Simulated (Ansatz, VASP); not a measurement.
# One calculation of Sr, two programs

The input INCAR:

```
  PREC = Accurate
  ENCUT = 520
  EDIFF = 1E-7
  ISMEAR = 0
  SIGMA = 0.03
  LREAL = False
  LASPH = True
  NELM = 100
  ALGO = Normal
  ISIF = 2
  LWAVE = False
  LCHARG = False
  GGA = PS
  NBANDS = 11
```

KPOINTS

```
Automatic mesh
0
Gamma
  10 10 10
```

Contents of POSCAR:

```
Sr
1.0
    0.0076058750      3.0423500000      3.0423500000
    3.0499558750      0.0000000000      3.0499558750
    3.0423500000      3.0423500000      0.0076058750
Sr
1
Direct
    0.0000000000      0.0000000000      0.0000000000
```

Input for Ansatz:

```yaml
crystal:
  lattice:
    - [0.007605875, 3.04235, 3.04235]
    - [3.049955875, 0.0, 3.049955875]
    - [3.04235, 3.04235, 0.007605875]
  atoms:
    - { symbol: Sr, position: [0.0, 0.0, 0.0] }
basis:
  ecutwfc: 420
kpoints:
  mp_grid: { grid: [10, 10, 10] }
hamiltonian:
  xc: pbesol
scf:
  occupations: { method: gaussian, width: 0.03 }
output:
  forces: true
  stress: true
  eigenvalues: true
```

Change from the starting cell: strain +0.0050 x Voigt [0, 0, 0, 0, 1, 0], atoms carried along.

Alike in both runs: task single point; functional PBEsol; k mesh 10 × 10 × 10; occupations gaussian, width 0.03 eV; no spin polarisation.

|  | VASP | Ansatz |
| --- | --- | --- |
| version | VASP 6.6.1 | Ansatz 0.2.0 |
| potentials or method | VASP PAW PBE potentials, release 64 (Sr_sv), cutoff 520 eV | scalar-relativistic, plane waves, PAW |
| valence electrons in the cell | 10 | 10 |

```csv
,VASP,Ansatz,Ansatz less VASP
gap on the k mesh at the Fermi level (eV),none,none,-
pressure (GPa),-0.9,-0.9,-0.01
```

VASP's potentials were made for PBE, not for PBEsol. A gap of «none» marks a metal or a gap that the smearing closes.
